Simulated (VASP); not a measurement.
# TaAsS in VASP: a series of runs

Runs on TaAsS. Level: PBE. Tasks: single point.

All numbers are computed with VASP 6.6.1; they aren't measurements. Logs are shortened: lines on timing, memory, paths and dates and some standing lists are left out, and cuts for length are marked.

### 1 The cell of the first run

The cell holds a sheet with vacuum, 3 atoms: a = 3.236 Å, b = 3.236 Å, c = 30.208 Å, α = 90.00°, β = 90.00°, γ = 120.00°.

### 2 Single point, PBE

Contents of INCAR:

```
SYSTEM = TaAsS
ALGO     = Normal         ! electronic algorithm
DIPOL    = 0.5 0.5 0.297
EDIFF    = 1E-6           ! SCF threshold, eV
ENCUT    = 520            ! plane-wave cutoff, eV
GGA      = PE             ! functional
IDIPOL   = 3            
ISIF     = 2              ! what is computed and relaxed
ISMEAR   = 0              ! smearing method
LASPH    = .TRUE.         ! aspherical terms in the spheres
LCHARG   = .FALSE.        ! write CHGCAR
LDIPOL   = .TRUE.       
LREAL    = .FALSE.        ! projectors in reciprocal space
LWAVE    = .FALSE.        ! write WAVECAR
NBANDS   = 18             ! bands
NELM     = 100            ! most SCF steps
PREC     = Accurate       ! precision mode
SIGMA    = 0.1            ! smearing width, eV
```

Contents of KPOINTS:

```
k-points
0
G
  18 18 1
  0 0 0
```

Contents of POSCAR:

```
TaAsS
1.0
    3.2361356110     -0.0000000028      0.0000000000
   -1.6180678031      2.8025756506      0.0000000000
    0.0000000000      0.0000000000     30.2081231200
Ta As S
1 1 1
Direct
    0.0000000000      0.0000000000      0.2925071504
    0.6666666667      0.3333333333      0.3581701015
    0.3333333333      0.6666666667      0.2403413603
```

Potentials or basis: VASP PAW PBE potentials, release 64 (Ta_pv, As, S).

On the command line:

```sh
> cat potpaw_PBE.64/Ta_pv/POTCAR potpaw_PBE.64/As/POTCAR potpaw_PBE.64/S/POTCAR > POTCAR
> mpirun -np 1 vasp_std > vasp.out
```

OUTCAR:

```text
SYSTEM = TaAsS
   EDIFF = 1E-6
   ENCUT = 520
   GGA = PE
   ISIF = 2
   ISMEAR = 0
   LASPH = .TRUE.
   LREAL = .FALSE.
   NELM = 100
   PREC = Accurate

 ion  position               nearest neighbor table
   1  0.000  0.000  0.293-   3 2.44   3 2.44   3 2.44   2 2.72   2 2.72   2 2.72
   2  0.667  0.333  0.358-   1 2.72   1 2.72   1 2.72
   3  0.333  0.667  0.240-   1 2.44   1 2.44   1 2.44

  LATTYP: Found a hexagonal cell.
 ALAT       =     3.2361356110
 C/A-ratio  =     9.3346283194

  Lattice vectors:

 A1 = (   3.2361356110,  -0.0000000028,   0.0000000000)
 A2 = (  -1.6180678031,   2.8025756506,   0.0000000000)
 A3 = (   0.0000000000,   0.0000000000,  30.2081231200)

Analysis of symmetry for initial positions (statically):
=====================================================================
 Subroutine PRICEL returns:
 Original cell was already a primitive cell.

 Routine SETGRP: Setting up the symmetry group for a
 hexagonal supercell.

 Subroutine GETGRP returns: Found  6 space group operations
 (whereof  6 operations were pure point group operations)
 out of a pool of 24 trial point group operations.

The static configuration has the point symmetry C_3v.

Analysis of symmetry for dynamics (positions and initial velocities):
=====================================================================
 Subroutine PRICEL returns:
 Original cell was already a primitive cell.

 Routine SETGRP: Setting up the symmetry group for a
 hexagonal supercell.

 Subroutine GETGRP returns: Found  6 space group operations
 (whereof  6 operations were pure point group operations)
 out of a pool of 24 trial point group operations.

The dynamic configuration has the point symmetry C_3v.

 Subroutine INISYM returns: Found  6 space group operations
 (whereof  6 operations are pure point group operations),
 and found     1 'primitive' translations

----------------------------------------------------------------------------------------

                                     Primitive cell

  volume of cell :     273.9730

  direct lattice vectors                    reciprocal lattice vectors
     3.236135611 -0.000000003  0.000000000     0.309010536  0.178407316  0.000000000
    -1.618067803  2.802575651  0.000000000     0.000000000  0.356814632  0.000000000
     0.000000000  0.000000000 30.208123120     0.000000000  0.000000000  0.033103679

  length of vectors
     3.236135611  3.236135611 30.208123120     0.356814632  0.356814632  0.033103679

  position of ions in fractional coordinates (direct lattice)
     0.000000000  0.000000000  0.292507150
     0.666666667  0.333333333  0.358170102
     0.333333333  0.666666667  0.240341360

  ion indices of the primitive-cell ions
   primitive index   ion index
                 1           1
                 2           2
                 3           3

----------------------------------------------------------------------------------------

 KPOINTS: k-points

Automatic generation of k-mesh.
 Grid dimensions read from file:
 generate k-points for:   18   18    1

 Generating k-lattice:

  Cartesian coordinates                     Fractional coordinates (reciprocal lattice)
     0.017167252  0.009911518  0.000000000     0.055555556 -0.000000000  0.000000000
     0.000000000  0.019823035  0.000000000     0.000000000  0.055555556  0.000000000
     0.000000000  0.000000000  0.033103679     0.000000000  0.000000000  1.000000000

  Length of vectors
     0.019823035  0.019823035  0.033103679

  Shift w.r.t. Gamma in fractional coordinates (k-lattice)
     0.000000000  0.000000000  0.000000000

 Subroutine IBZKPT returns following result:
 ===========================================

 Found     37 irreducible k-points:

 Following reciprocal coordinates:
            Coordinates               Weight
  0.000000  0.000000  0.000000      1.000000
  0.055556  0.000000  0.000000      6.000000
  0.111111  0.000000  0.000000      6.000000
  0.166667  0.000000  0.000000      6.000000
  0.222222  0.000000  0.000000      6.000000
  0.277778  0.000000  0.000000      6.000000
[... 16 lines left out ...]
  0.333333  0.111111  0.000000     12.000000
  0.388889  0.111111  0.000000     12.000000
 [... further k-points ...]
   k-points           NKPTS =     37   k-points in BZ     NKDIM =     37   number of bands    NBANDS=     18
   number of dos      NEDOS =    301   number of ions     NIONS =      3
   total plane-waves  NPLWV = 138240
   dimension x,y,z NGX =    24 NGY =   24 NGZ =  240
   dimension x,y,z NGXF=    48 NGYF=   48 NGZF=  480
   ions per type =               1   1   1
   NGX,Y,Z   is equivalent  to a cutoff of  12.33, 12.33, 13.21 a.u.
   NGXF,Y,Z  is equivalent  to a cutoff of  24.66, 24.66, 26.42 a.u.
 SYSTEM =  TaAsS
   PREC   = accura    normal or accurate (medium, high low for compatibility)
   ISTART =      0    job   : 0-new  1-cont  2-samecut
   ICHARG =      2    charge: 1-file 2-atom 10-const
   ISPIN  =      1    spin polarized calculation?
   LNONCOLLINEAR =      F non collinear calculations
   LSORBIT =      F    spin-orbit coupling
   LASPH  =      T    aspherical Exc in radial PAW
   ENCUT  =  520.0 eV  38.22 Ry    6.18 a.u.   6.02  6.02 56.17*2*pi/ulx,y,z
   NELM   =    100;   NELMIN=  2; NELMDL= -5     # of ELM steps
   EDIFF  = 0.1E-05   stopping-criterion for ELM
   LREAL  =      F    real-space projection
   EDIFFG = 0.1E-04   stopping-criterion for IOM
   NSW    =      0    number of steps for IOM
   IBRION =     -1    ionic relax: 0-MD 1-quasi-New 2-CG
   NFREE  =      0    steps in history (QN), initial steepest desc. (CG)
   ISIF   =      2    stress and relaxation
   ISYM   =      2    0-nonsym 1-usesym 2-fastsym
   POTIM  = 0.5000    time-step for ionic-motion
   TEBEG  =    0.0;   TEEND  =   0.0 temperature during run
   PSTRESS=    0.0 pullay stress
   NELECT =      22.0000    total number of electrons
   NUPDOWN=      -1.0000    fix difference up-down
   EMIN   =  10.00;   EMAX   =-10.00  energy-range for DOS
   EFERMI =   0.00;   METHOD = LEGACY
   ISMEAR =     0;   SIGMA  =   0.10  broadening in eV -4-tet -1-fermi 0-gaus
   EFERMI_NEDOS =   21; number of points for ismear=-14 and -15
   IALGO  =     38    algorithm
   IMIX   =      4    mixing-type and parameters
     AMIX     =   0.40;   BMIX     =  1.00
     AMIX_MAG =   1.60;   BMIX_MAG =  1.00
  volume/ion in A,a.u.               =      91.32       616.29
  Fermi-wavevector in a.u.,A,eV,Ry     =   0.706285  1.334685  6.787104  0.498838
  Thomas-Fermi vector in A             =   1.792024
   LORBIT       =      0    0 simple, 1 ext, 2 COOP (PROOUT), +10 PAW based schemes
   GGA     = PE    functional components
   LHFCALC =     F    Hartree Fock is set to
   AEXX    =    0.0000 exact exchange contribution
   IVDW    =     0    specifies the selected vdW correction
   LEPSILON=     F    determine dielectric tensor
   LRPA    =     F    only Hartree local field effects (RPA)
 non-spin polarized calculation
 Gauss-broadening in eV      SIGMA  =   0.10
  energy-cutoff  :      520.00
  volume of cell :      273.97
 maximum number of plane-waves:      7470
   NGX = 13   NGY = 13   NGZ =113

 dipolmoment           0.000000      0.000000      0.015413 electrons x Angstroem

 number of electron      22.0000003 magnetization

 dipolmoment           0.000000      0.000000     -0.006861 electrons x Angstroem

 Free energy of the ion-electron system (eV)
  ---------------------------------------------------
  ext. energy  EPLUGINS =         0.00000000
  ---------------------------------------------------
  free energy    TOTEN  =       -22.25295216 eV

  energy without entropy =      -22.24154181  energy(sigma->0) =      -22.24724698

 E-fermi :  -2.5597     XC(G=0):  -2.7201

 val. band max:       -2.6045950456   @ k =   0.1111   0.0000   0.0000
 cond. band min:      -2.5190067914   @ k =   0.0556   0.0556   0.0000
 fundamental gap:      0.0855882543
 Fermi energy:        -2.5597412218

 k-point     1 :       0.0000    0.0000    0.0000
  band No.  band energies     occupation
      1     -37.5526      2.00000
      2     -37.4797      2.00000
      3     -37.4797      2.00000
      4     -17.1628      2.00000
      5     -14.9144      2.00000
      6      -8.9476      2.00000
[... 10 lines left out ...]
     17       2.1692      0.00000
     18       2.1696      0.00000

 k-point     2 :       0.0556    0.0000    0.0000
  band No.  band energies     occupation
      1     -37.5505      2.00000
      2     -37.4916      2.00000
      3     -37.4825      2.00000
      4     -17.1212      2.00000
      5     -14.8766      2.00000
      6      -8.8796      2.00000
[... 10 lines left out ...]
     17       2.0357      0.00000
     18       2.1213      0.00000

 k-point     3 :       0.1111    0.0000    0.0000
  band No.  band energies     occupation
      1     -37.5454      2.00000
      2     -37.5247      2.00000
      3     -37.4904      2.00000
      4     -17.0008      2.00000
      5     -14.7632      2.00000
      6      -8.6817      2.00000
[... 10 lines left out ...]
     17       2.0225      0.00000
     18       2.2274      0.00000

 k-point     4 :       0.1667    0.0000    0.0000
  band No.  band energies     occupation
      1     -37.5797      2.00000
      2     -37.5331      2.00000
      3     -37.5026      2.00000
      4     -16.8138      2.00000
      5     -14.5743      2.00000
      6      -8.3753      2.00000
[... 375 lines left out ...]
      4     -16.0150      2.00000
      5     -13.4937      2.00000
      6      -8.1063      2.00000
[... 10 lines left out ...]
     17       3.3380      0.00000
     18       3.9109      0.00000

 k-point    23 :       0.3333    0.1111    0.0000
  band No.  band energies     occupation
      1     -37.8124      2.00000
      2     -37.5859      2.00000
      3     -37.4846      2.00000
      4     -15.8223      2.00000
      5     -13.1063      2.00000
      6      -8.5366      2.00000
[... 10 lines left out ...]
     17       3.1730      0.00000
     18       4.0168      0.00000

 k-point    24 :       0.3889    0.1111    0.0000
  band No.  band energies     occupation
      1     -37.8403      2.00000
      2     -37.5958      2.00000
      3     -37.4786      2.00000
      4     -15.6944      2.00000
      5     -12.7886      2.00000
      6      -8.9120      2.00000
[... 10 lines left out ...]
     17       3.3815      0.00000
     18       3.4920      0.00000

 [... further k-points ...]

------------------------ aborting loop because EDIFF is reached ----------------------------------------

 vacuum level on the upper side and lower side of the slab       (xc-potential included)        -0.075         0.060

  FORCE on cell =-STRESS in cart. coord.  units (eV):
  Direction    XX          YY          ZZ          XY          YZ          ZX
  --------------------------------------------------------------------------------------
  -------------------------------------------------------------------------------------
  Total        0.0195640      0.0195640      0.0546472     -0.0000000      0.0000000      0.0000000
  in kB        0.1144090      0.1144090      0.3195734     -0.0000000      0.0000000      0.0000000
  external PRESSURE =       0.1827972 kB  Pullay stress =       0.0000000 kB

 VOLUME and BASIS-vectors are now :
 -----------------------------------------------------------------------------
  energy-cutoff  :      520.00
  volume of cell :      273.97
      direct lattice vectors                 reciprocal lattice vectors
     3.236135611 -0.000000003  0.000000000     0.309010536  0.178407316  0.000000000
    -1.618067803  2.802575651  0.000000000     0.000000000  0.356814632  0.000000000
     0.000000000  0.000000000 30.208123120     0.000000000  0.000000000  0.033103679

 POSITION                                       TOTAL-FORCE (eV/Angst)
 -----------------------------------------------------------------------------------
      0.00000      0.00000      8.83609         0.000000      0.000000     -0.029481
      1.61807      0.93419     10.81965        -0.000000     -0.000000      0.032642
      0.00000      1.86838      7.26026         0.000000      0.000000     -0.003161
 -----------------------------------------------------------------------------------
    total drift:                                0.000000      0.000000      0.000332

  FREE ENERGIE OF THE ION-ELECTRON SYSTEM (eV)
  ---------------------------------------------------
  free  energy   TOTEN  =       -22.2529521605 eV

  energy  without entropy=      -22.2415418060  energy(sigma->0) =      -22.24724698

 vacuum level on the upper side and lower side of the slab         2.178         2.315
```

It took 2 min on 1 thread of Intel Xeon 6975P-C (Granite Rapids), shared host; peak memory 0.5 GiB.

Results:

- Free energy: -22.2530 eV
- Largest force: 0.033 eV/Å
- Band gap on the k mesh: zero (band 11 reaches -2.02 eV, above the bottom of band 12 at -2.52 eV)

Forces in eV/Å, atoms in the order of the input:
```
Ta   0.000  0.000 -0.029
As   0.000  0.000  0.033
S    0.000  0.000 -0.003
```

Levels at points of the mesh, in eV from the Fermi level:
```csv
k point,band 7,band 8,band 9,band 10,band 11,band 12,band 13,band 14,band 15,band 16
"(0.00, 0.00, 0.00)",-2.79,-2.79,-2.70,-0.39,0.54,0.54,1.80,1.80,4.04,4.48
"(0.50, 0.00, 0.00)",-4.79,-4.31,-3.20,-1.97,-1.44,0.18,2.93,3.36,4.60,4.66
```

Caveat: spin-orbit coupling is left out, which moves the levels of the heavy elements.

### 3 Single point, PBE, collinear spin, ferromagnetic start

This run uses another cell than the first one, of 89.79 Å³/atom, 0.983 times its volume.

Contents of INCAR:

```
  PREC = Accurate
  ENCUT = 520
  EDIFF = 1E-6
  ISMEAR = 0
  SIGMA = 0.1
  LREAL = False
  LASPH = True
  NELM = 150
  ALGO = Normal
  ISIF = 2
  LWAVE = False
  LCHARG = False
  ISPIN = 2
  MAGMOM = 1 0 0
  LORBIT = 11
  LMAXMIX = 4
  LDIPOL = True
  IDIPOL = 3
  DIPOL = 0.5 0.5 0.297
  GGA = PE
  NBANDS = 22
```

Contents of KPOINTS:

```
Automatic mesh
0
Gamma
  6 6 1
```

Contents of POSCAR:

```
TaAsS
1.0
    3.2089019950     -0.0000000028      0.0000000000
   -1.6044509951      2.7789906473      0.0000000000
    0.0000000000      0.0000000000     30.2081231200
Ta As S
1 1 1
Direct
    0.0000000000      0.0000000000      0.2924899583
    0.6666666667      0.3333333333      0.3590152508
    0.3333333333      0.6666666667      0.2395134031
```

Potentials or basis: VASP PAW PBE potentials, release 64 (Ta_pv, As, S).

On the command line:

```sh
> cat potpaw_PBE.64/Ta_pv/POTCAR potpaw_PBE.64/As/POTCAR potpaw_PBE.64/S/POTCAR > POTCAR
> mpirun -np 1 vasp_std > vasp.out
```

Wall time 85 s (1 thread of Intel Xeon 6975P-C (Granite Rapids), shared host); peak memory 0.51 GiB.

Results (log left out):

| Quantity | Value |
| --- | --- |
| Free energy | -22.2586 eV |
| Largest force | 0.028 eV/Å |
| Band gap on the k mesh | zero (filled and empty bands overlap) |
| Net moment | 0.00 μB per cell |
| Valence electrons inside the program's atomic spheres | Ta 8.85; As 2.69; S 3.72 |

Forces in eV/Å, atoms in the order of the input:
```
Ta   0.000  0.000 -0.018
As   0.000  0.000  0.028
S    0.000  0.000 -0.010
```

Levels at points of the mesh, in eV from the Fermi level:
Spin up:
```
           k point  band 9  band 10  band 11  band 12  band 13  band 14
(0.00, 0.00, 0.00)   -2.64    -0.55     0.59     0.59     1.90     1.90
(0.50, 0.00, 0.00)   -3.09    -2.00    -1.55     0.23     2.81     3.49
```
Spin down:
| k point | band 8 | band 9 | band 10 | band 11 | band 12 | band 13 | band 14 | band 15 |
| --- | --- | --- | --- | --- | --- | --- | --- | --- |
| (0.00, 0.00, 0.00) | -2.64 | -2.64 | -0.55 | 0.59 | 0.59 | 1.90 | 1.90 | 3.96 |
| (0.50, 0.00, 0.00) | -4.35 | -3.09 | -2.00 | -1.55 | 0.23 | 2.81 | 3.49 | 4.60 |

Caveat: the k points lie up to 0.38 Å⁻¹ apart; spin-orbit coupling is left out, which moves the levels of the heavy elements.
